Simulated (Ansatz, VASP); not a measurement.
KCl: VASP beside Ansatz

```xyz
2
Lattice="3.9857 0.0000 0.0000 0.0000 3.9857 0.0000 0.0000 0.0000 3.7712" Properties=species:S:1:pos:R:3 pbc="T T T"
K     0.0000    0.0000    0.0000
Cl    1.9929    1.9929    1.8856
```

Change from the starting cell: biaxial_xy strain +5.7%.

Alike in both runs: task single point; functional PBE; k mesh 8 × 8 × 8; occupations fermi-dirac, width 0.02 eV; no spin polarisation.

|  | VASP | Ansatz |
| --- | --- | --- |
| version | VASP 6.6.1 | Ansatz 0.2.0 |
| potentials or method | VASP PAW PBE potentials, release 64 (K_sv, Cl) | plane waves, PAW |
| plane-wave cutoff (eV) | 520 | 420 |
| valence electrons in the cell | 16 | 16 |

```tsv
	VASP	Ansatz	Ansatz less VASP
gap on the k mesh at the Fermi level (eV)	4.38	4.38	0.000
pressure (GPa)	-1.0	-1.0	0.00
traceless stress, the component that is largest in VASP (GPa)	1.49	1.49	+0.002
```
